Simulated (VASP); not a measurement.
# PtS2 (P-3m1) in VASP: further runs, part 2 of 2

VASP 6.6.1. Earlier steps stand in the parts before.

## Step 4: Single point, PBEsol (strain -0.050 along x and y, -0.050 along z)

INCAR reads:

```
SYSTEM = PtS2
PREC = Accurate ; ENCUT = 520
EDIFF = 1E-6 ; ISMEAR = 0
SIGMA = 0.05 ; LREAL = .False.
LASPH = .True. ; NELM = 60
ALGO = Normal ; ISIF = 2
LWAVE = .False. ; LCHARG = .True.
GGA = PS ; LELF = .True.
LVHAR = .True. ; NBANDS = 18
```

KPOINTS reads:

```
regular mesh
0
Gamma
  12 12 8
  0 0 0
```

POSCAR reads:

```
PtS2
1.0
    3.3660395020      0.0000000000      0.0000000000
   -1.6830197510      2.9150757189      0.0000000000
    0.0000000000      0.0000000000      4.7868600000
Pt S
1 2
Direct
    0.0000000000      0.0000000000      0.0000000000
    0.3333333333      0.6666666667      0.2500000000
    0.6666666667      0.3333333333      0.7500000000
```

Potentials or basis: VASP PAW PBE potentials, release 64 (Pt, S).

On the command line:

```sh
$ cat potpaw_PBE.64/Pt/POTCAR potpaw_PBE.64/S/POTCAR > POTCAR
$ mpirun -np 1 vasp_std > vasp.out
```

OUTCAR:

```text
SYSTEM = PtS2
   PREC = Accurate
   ENCUT = 520
   EDIFF = 1E-6
   ISMEAR = 0
   LREAL = .False.
   LASPH = .True.
   NELM = 60
   ISIF = 2
   GGA = PS

 ion  position               nearest neighbor table
   1  0.000  0.000  0.000-   2 2.28   3 2.28   3 2.28   2 2.28   3 2.28   2 2.28
   2  0.333  0.667  0.250-   1 2.28   1 2.28   1 2.28
   3  0.667  0.333  0.750-   1 2.28   1 2.28   1 2.28

  LATTYP: Found a hexagonal cell.
 ALAT       =     3.3660395020
 C/A-ratio  =     1.4221045229

  Lattice vectors:

 A1 = (   3.3660395020,   0.0000000000,   0.0000000000)
 A2 = (  -1.6830197510,   2.9150757189,   0.0000000000)
 A3 = (   0.0000000000,   0.0000000000,   4.7868600000)

Analysis of symmetry for initial positions (statically):
=====================================================================
 Subroutine PRICEL returns:
 Original cell was already a primitive cell.

 Routine SETGRP: Setting up the symmetry group for a
 hexagonal supercell.

 Subroutine GETGRP returns: Found 12 space group operations
 (whereof 12 operations were pure point group operations)
 out of a pool of 24 trial point group operations.

The static configuration has the point symmetry D_3d.

Analysis of symmetry for dynamics (positions and initial velocities):
=====================================================================
 Subroutine PRICEL returns:
 Original cell was already a primitive cell.

 Routine SETGRP: Setting up the symmetry group for a
 hexagonal supercell.

 Subroutine GETGRP returns: Found 12 space group operations
 (whereof 12 operations were pure point group operations)
 out of a pool of 24 trial point group operations.

The dynamic configuration has the point symmetry D_3d.

 Subroutine INISYM returns: Found 12 space group operations
 (whereof 12 operations are pure point group operations),
 and found     1 'primitive' translations

[... 116 lines left out ...]
     AMIX_MAG =   1.60;   BMIX_MAG =  1.00
  volume/ion in A,a.u.               =      15.66       105.66
  Fermi-wavevector in a.u.,A,eV,Ry     =   1.271381  2.402562 21.992597  1.616410
  Thomas-Fermi vector in A             =   2.404317
   LORBIT       =      0    0 simple, 1 ext, 2 COOP (PROOUT), +10 PAW based schemes
   GGA     = PS    functional components
   LHFCALC =     F    Hartree Fock is set to
   AEXX    =    0.0000 exact exchange contribution
   IVDW    =     0    specifies the selected vdW correction
   LEPSILON=     F    determine dielectric tensor
   LRPA    =     F    only Hartree local field effects (RPA)
 non-spin polarized calculation
 Gauss-broadening in eV      SIGMA  =   0.05
  energy-cutoff  :      520.00
  volume of cell :       46.97
 maximum number of plane-waves:      1290
 NGX is ok and might be reduce to    28
   NGX = 13   NGY = 13   NGZ = 17

 number of electron      22.0000003 magnetization

 Free energy of the ion-electron system (eV)
  ---------------------------------------------------
  ext. energy  EPLUGINS =         0.00000000
  ---------------------------------------------------
  free energy    TOTEN  =       -16.47677706 eV

  energy without entropy =      -16.47677706  energy(sigma->0) =      -16.47677706

 E-fermi :   9.5165     XC(G=0): -11.6555

 val. band max:        9.2235364736   @ k =   0.0000   0.1667   0.2500
 cond. band min:       9.8140317364   @ k =   0.3333   0.3333   0.0000
 fundamental gap:      0.5904952628
 Fermi energy:         9.5164649950

 k-point     1 :       0.0000    0.0000    0.0000
  band No.  band energies     occupation
      1      -7.6641      2.00000
      2      -3.8103      2.00000
      3       0.5673      2.00000
      4       1.2790      2.00000
      5       1.2790      2.00000
      6       4.3746      2.00000
[... 481 lines left out ...]
      5       1.8596      2.00000
      6       3.6717      2.00000
[... 10 lines left out ...]
     17      18.5663      0.00000
     18      18.5782      0.00000

 [... further k-points ...]

------------------------ aborting loop because EDIFF is reached ----------------------------------------

  FORCE on cell =-STRESS in cart. coord.  units (eV):
  Direction    XX          YY          ZZ          XY          YZ          ZX
  --------------------------------------------------------------------------------------
  -------------------------------------------------------------------------------------
  Total        9.3720253      9.3720253      5.1684618      0.0000000      0.0000000      0.0000000
  in kB      319.6864745    319.6864745    176.2999214      0.0000000      0.0000000      0.0000000
  external PRESSURE =     271.8909568 kB  Pullay stress =       0.0000000 kB

 VOLUME and BASIS-vectors are now :
 -----------------------------------------------------------------------------
  energy-cutoff  :      520.00
  volume of cell :       46.97
      direct lattice vectors                 reciprocal lattice vectors
     3.366039502  0.000000000  0.000000000     0.297085046  0.171522131  0.000000000
    -1.683019751  2.915075719  0.000000000     0.000000000  0.343044262  0.000000000
     0.000000000  0.000000000  4.786860000     0.000000000  0.000000000  0.208905211

 POSITION                                       TOTAL-FORCE (eV/Angst)
 -----------------------------------------------------------------------------------
      0.00000      0.00000      0.00000        -0.000000      0.000000      0.000000
     -0.00000      1.94338      1.19671        -0.000000      0.000000      1.771854
      1.68302      0.97169      3.59014         0.000000     -0.000000     -1.771854
 -----------------------------------------------------------------------------------
    total drift:                               -0.000000     -0.000000     -0.000000

  FREE ENERGIE OF THE ION-ELECTRON SYSTEM (eV)
  ---------------------------------------------------
  free  energy   TOTEN  =       -16.4767770623 eV

  energy  without entropy=      -16.4767770623  energy(sigma->0) =      -16.47677706
```

OSZICAR:

```text
N       E                     dE             d eps       ncg     rms          rms(c)
DAV:   1     0.113667542559E+03    0.11367E+03   -0.10766E+04  4764   0.112E+03
DAV:   2    -0.125591342073E+02   -0.12623E+03   -0.12192E+03  5702   0.228E+02
DAV:   3    -0.178023672973E+02   -0.52432E+01   -0.52072E+01  6056   0.468E+01
DAV:   4    -0.178514579586E+02   -0.49091E-01   -0.49064E-01  6138   0.501E+00
DAV:   5    -0.178520608716E+02   -0.60291E-03   -0.60287E-03  6024   0.552E-01    0.251E+01
DAV:   6    -0.166525311109E+02    0.11995E+01   -0.52120E+00  4952   0.229E+01    0.148E+01
DAV:   7    -0.165167018901E+02    0.13583E+00   -0.92123E-01  4906   0.980E+00    0.686E+00
DAV:   8    -0.164790288944E+02    0.37673E-01   -0.50603E-02  5466   0.217E+00    0.112E+00
DAV:   9    -0.164767261328E+02    0.23028E-02   -0.93879E-03  5254   0.922E-01    0.190E-01
DAV:  10    -0.164767722057E+02   -0.46073E-04   -0.11066E-03  6026   0.256E-01    0.165E-01
DAV:  11    -0.164767803156E+02   -0.81098E-05   -0.66999E-05  5782   0.641E-02    0.581E-02
DAV:  12    -0.164767773898E+02    0.29258E-05   -0.38222E-05  5220   0.537E-02    0.196E-02
DAV:  13    -0.164767770623E+02    0.32743E-06   -0.32117E-06  5100   0.137E-02
   1 F= -.16476777E+02 E0= -.16476777E+02  d E =-.245249E-18
```

Run time: 38 s. Hardware: 1 thread of Intel Xeon 6975P-C (Granite Rapids), shared host; peak memory 0.24 GiB.

Results:

```
Free energy            : -16.4768 eV
Pressure               : 27.2 GPa
Largest force          : 1.772 eV/Å
Band gap on the k mesh : 0.59 eV, indirect (least direct gap 0.86 eV)
```

Forces in eV/Å, atoms in the order of the input:
```
Pt   0.000  0.000  0.000
S    0.000  0.000  1.772
S    0.000  0.000 -1.772
```

Levels at points of the mesh, in eV from the valence-band top:
```csv
k point,band 7,band 8,band 9,band 10,band 11,band 12,band 13,band 14,band 15,band 16
"(0.00, 0.00, 0.00)",-4.85,-2.74,-1.37,-1.37,-0.10,2.02,2.02,3.98,6.41,7.68
"(0.50, 0.00, 0.00)",-4.44,-3.96,-3.84,-3.66,-2.91,1.41,2.95,5.84,6.06,7.50
"(0.00, 0.00, 0.50)",-4.89,-3.62,-1.76,-1.76,-1.11,2.99,2.99,5.10,7.42,7.42
"(0.50, 0.00, 0.50)",-4.04,-3.86,-3.38,-3.30,-1.78,1.49,2.75,4.55,5.28,6.85
```

Caveat: the cell differs from its parent crystal (strain -0.050 along x and y, -0.050 along z); the PAW data sets were made with another functional, which shifts forces and pressure a little; spin-orbit coupling is left out, which moves the levels of the heavy elements. A k mesh can miss the band edges.

## Step 5: Single point, PBEsol (strain -0.050 along x and y, -0.025 along z)

INCAR reads:

```
SYSTEM = PtS2
PREC = Accurate
ENCUT = 520
EDIFF = 1E-6
ISMEAR = 0
SIGMA = 0.05
LREAL = .FALSE.
LASPH = .TRUE.
NELM = 60
ALGO = Normal
ISIF = 2
LWAVE = .FALSE.
LCHARG = .FALSE.
GGA = PS
NBANDS = 18
```

KPOINTS reads:

```
regular mesh
0
G
  12 12 8
  0 0 0
```

POSCAR: that of step 4 with these lines changed.

```diff
@@ -4,3 +4,3 @@
    -1.6830197510      2.9150757189      0.0000000000
-    0.0000000000      0.0000000000      4.7868600000
+    0.0000000000      0.0000000000      4.9128300000
 Pt S
```

On the command line:

```sh
$ cat potpaw_PBE.64/Pt/POTCAR potpaw_PBE.64/S/POTCAR > POTCAR
$ mpirun -np 1 vasp_std > vasp.out
```

It took 40 s on 1 thread of Intel Xeon 6975P-C (Granite Rapids), shared host; peak memory 0.25 GiB.

Results (log left out):

| Item | Value |
| --- | --- |
| Free energy | -16.5954 eV |
| Pressure | 22.0 GPa |
| Largest force | 1.261 eV/Å |
| Band gap on the k mesh | 0.61 eV, indirect (least direct gap 0.89 eV) |

Forces on the atoms (eV/Å):
```
Pt   0.000  0.000  0.000
S    0.000  0.000  1.261
S    0.000  0.000 -1.261
```

Stress tensor (GPa, compression positive):
```
26.44  0.00  0.00
 0.00 26.44  0.00
 0.00  0.00 13.02
```

Levels at points of the mesh, in eV from the valence-band top:
| k point | band 7 | band 8 | band 9 | band 10 | band 11 | band 12 | band 13 | band 14 | band 15 | band 16 |
| --- | --- | --- | --- | --- | --- | --- | --- | --- | --- | --- |
| (0.00, 0.00, 0.00) | -4.61 | -2.70 | -1.20 | -1.20 | -0.11 | 2.10 | 2.10 | 4.25 | 6.29 | 7.89 |
| (0.50, 0.00, 0.00) | -4.24 | -3.64 | -3.58 | -3.44 | -2.78 | 1.47 | 2.89 | 5.83 | 6.07 | 7.72 |
| (0.00, 0.00, 0.50) | -4.64 | -3.52 | -1.55 | -1.55 | -1.13 | 2.94 | 2.94 | 5.22 | 7.67 | 7.67 |
| (0.50, 0.00, 0.50) | -3.90 | -3.60 | -3.12 | -3.05 | -1.78 | 1.59 | 2.78 | 4.67 | 5.13 | 6.80 |

Caveat: the cell differs from its parent crystal (strain -0.050 along x and y, -0.025 along z); the PAW data sets were made with another functional, which shifts forces and pressure a little; spin-orbit coupling is left out, which moves the levels of the heavy elements. A k mesh can miss the band edges.

## Step 6: Single point, PBEsol (strain -0.050 along x and y, +0.000 along z)

INCAR reads:

```
  PREC = Accurate
  ENCUT = 520
  EDIFF = 1E-7
  ISMEAR = 0
  SIGMA = 0.05
  LREAL = False
  LASPH = True
  NELM = 80
  ALGO = Normal
  ISIF = 2
  LWAVE = False
  LCHARG = False
  GGA = PS
  NBANDS = 18
```

KPOINTS reads:

```
regular mesh
0
Gamma
  12 12 8
```

POSCAR: that of step 5 with these lines changed.

```diff
@@ -4,3 +4,3 @@
    -1.6830197510      2.9150757189      0.0000000000
-    0.0000000000      0.0000000000      4.9128300000
+    0.0000000000      0.0000000000      5.0388000000
 Pt S
```

Potentials or basis: VASP PAW PBE potentials, release 64 (Pt, S).

On the command line:

```sh
$ cat potpaw_PBE.64/Pt/POTCAR potpaw_PBE.64/S/POTCAR > POTCAR
$ mpirun -np 1 vasp_std > vasp.out
```

Wall time 47 s (1 thread of Intel Xeon 6975P-C (Granite Rapids), shared host); peak memory 0.25 GiB.

It converged, with:

- Free energy: -16.6795 eV
- Pressure: 17.2 GPa
- Largest force: 0.773 eV/Å
- Band gap on the k mesh: 0.64 eV, indirect (least direct gap 0.93 eV)

Forces on the atoms (eV/Å):
```
Pt   0.000  0.000  0.000
S    0.000  0.000  0.773
S    0.000  0.000 -0.773
```

Stress tensor (GPa, compression positive):
```
21.48  0.00  0.00
 0.00 21.48  0.00
 0.00  0.00  8.65
```

Levels at points of the mesh, in eV from the valence-band top:
```csv
k point,band 8,band 9,band 10,band 11,band 12,band 13,band 14,band 15
"(0.00, 0.00, 0.00)",-2.64,-1.02,-1.02,-0.13,2.18,2.18,4.52,6.18
"(0.50, 0.00, 0.00)",-3.33,-3.33,-3.26,-2.61,1.53,2.84,5.81,6.10
"(0.00, 0.00, 0.50)",-3.41,-1.33,-1.33,-1.16,2.90,2.90,5.36,7.71
"(0.50, 0.00, 0.50)",-3.34,-2.85,-2.80,-1.77,1.68,2.81,4.79,5.00
```

Caveat: the cell differs from its parent crystal (strain -0.050 along x and y, +0.000 along z); the PAW data sets were made with another functional, which shifts forces and pressure a little; spin-orbit coupling is left out, which moves the levels of the heavy elements.

## Step 7: The runs side by side

| cell | gap on the mesh (eV) | pressure (GPa) | largest force (eV/Å) |
| --- | --- | --- | --- |
| a = 3.720, b = 3.720, c = 5.165 Å, angles 90.0, 90.0, 120.0°, 3 atoms | 0.29 | -15.7 | 1.66 |
| a = 3.720, b = 3.720, c = 4.787 Å, angles 90.0, 90.0, 120.0°, 3 atoms | - | -11.6 | 0.79 |
| a = 3.366, b = 3.366, c = 4.787 Å, angles 90.0, 90.0, 120.0°, 3 atoms | 0.59 | 27.2 | 1.77 |
| a = 3.366, b = 3.366, c = 4.913 Å, angles 90.0, 90.0, 120.0°, 3 atoms | 0.61 | 22.0 | 1.26 |
| a = 3.366, b = 3.366, c = 5.039 Å, angles 90.0, 90.0, 120.0°, 3 atoms | 0.64 | 17.2 | 0.77 |

Alike in all rows: task single point; level PBEsol; potentials or basis VASP PAW PBE potentials, release 64 (Pt, S); no spin polarisation; k mesh 12 × 12 × 8; cutoff (eV) 520; smearing gaussian 0.05 eV.

Caveats: the PAW data sets were made with another functional, which shifts forces and pressure a little; spin-orbit coupling is left out, which moves the levels of the heavy elements.

Absolute energies hang on the potentials; compare differences alone.
